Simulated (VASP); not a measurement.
A run of VASP 6.6.1:

The input POSCAR:

```
RbBr
1.0
    0.0000000000      3.4608261073      3.5473467599
    3.4608261073      0.0000000000      3.5473467599
    3.4608261073      3.4608261073      0.0000000000
Rb Br
1 1
Direct
    0.0000000000      0.0000000000      0.0000000000
    0.5000000000      0.5000000000      0.5000000000
```

File INCAR.step1:

```
SYSTEM = RbBr
PREC = Accurate ; ENCUT = 520
EDIFF = 1E-5 ; ISMEAR = 0
SIGMA = 0.01 ; LREAL = .False.
LASPH = .True. ; NELM = 80
ALGO = Normal ; ISIF = 2
LWAVE = .True. ; LCHARG = .False.
NBANDS = 15 ; GGA = PE
```

Contents of INCAR.step2:

```
SYSTEM = RbBr
PREC = Accurate ; ENCUT = 520
EDIFF = 1E-6 ; ISMEAR = 0
SIGMA = 0.01 ; LREAL = .False.
LASPH = .True. ; NELM = 80
ALGO = Normal ; ISIF = 2
LWAVE = .False. ; LCHARG = .False.
GGA = PE ; LHFCALC = .True.
HFSCREEN = 0.2079 ; PRECFOCK = Normal
NBANDS = 15 ; ISTART = 1
```

The input KPOINTS:

```
regular mesh
0
Gamma
  4 4 4
  0 0 0
```

Potentials or basis: VASP PAW PBE potentials, release 64 (Rb_sv, Br).

Run with:

```sh
$ cat potpaw_PBE.64/Rb_sv/POTCAR potpaw_PBE.64/Br/POTCAR > POTCAR
$ cp INCAR.step1 INCAR
$ mpirun -np 1 vasp_std > vasp.out
$ cp INCAR.step2 INCAR
$ mpirun -np 1 vasp_std > vasp.out
```

Hardware: 1 thread of Intel(R) Xeon(R) 6975P-C (Granite Rapids) (shared host).

Problem. How long does it take, and how much memory?

Solution. Wall time 6 min on 1 thread of Intel(R) Xeon(R) 6975P-C (Granite Rapids), with other jobs on the host, peak memory 0.34 GiB. Counts: k points 13.
